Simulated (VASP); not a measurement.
Wanted: the native input for a VASP 6.6.1 run.

```
Task                   : single point
Functional             : PBE
Potentials or basis    : VASP PAW PBE potentials, release 64 (Ca_sv, Se)
Cutoff                 : 520 eV
k mesh                 : 6 × 6 × 2
Occupations            : gaussian, width 0.01 eV
Spin                   : non-collinear spin, zero start, spin-orbit coupling
Starting moments       : [[0.0, 0.0, 0.0], [0.0, 0.0, 0.0], [0.0, 0.0, 0.0], [0.0, 0.0, 0.0]] μB
Dipole correction      : no
Further INCAR settings : ALGO = Normal; EDIFF = 1e-06; NBANDS = 46
```

The structure of CaSe lies in POSCAR:

```
CaSe
1.0
    4.1316821780      0.0000000000      0.0000000000
   -2.0658410890      3.5781417265      0.0000000000
    0.0000000000      0.0000000000      7.1625032105
Ca Se
2 2
Direct
    0.0000000000      0.0000000000      0.0000000000
    0.0000000000      0.0000000000      0.5000000000
    0.3333333333      0.6666666667      0.2500000000
    0.6666666667      0.3333333333      0.7500000000
```

The input as run:

INCAR

```
SYSTEM = CaSe
PREC = Accurate ; ENCUT = 520
EDIFF = 1E-6 ; ISMEAR = 0
SIGMA = 0.01 ; LREAL = .False.
LASPH = .True. ; NELM = 150
ALGO = Normal ; ISIF = 2
LWAVE = .False. ; LCHARG = .False.
LNONCOLLINEAR = .True. ; MAGMOM = 0 0 0 0 0 0 0 0 0 0 0 0
LORBIT = 11 ; LSORBIT = .True.
GGA_COMPAT = .False. ; LORBMOM = .True.
GGA = PE ; NBANDS = 46
```

KPOINTS

```
regular mesh
0
Gamma
  6 6 2
  0 0 0
```

Potentials or basis: VASP PAW PBE potentials, release 64 (Ca_sv, Se).

Run with:

```console
$ cat potpaw_PBE.64/Ca_sv/POTCAR potpaw_PBE.64/Se/POTCAR > POTCAR
$ mpirun -np 1 vasp_ncl > vasp.out
```

Results of the run:

The pressure is 0.8 GPa and the net moment is 0.00 μB per cell. The valence electrons inside the program's atomic spheres are Ca 8.12; Se 3.92.

Caveat: the k points lie up to 0.44 Å⁻¹ apart.

Run time: 78 s on 1 thread of AMD EPYC 9R45 96-Core Processor (Zen 5), on a shared host, peak memory 0.45 GiB.
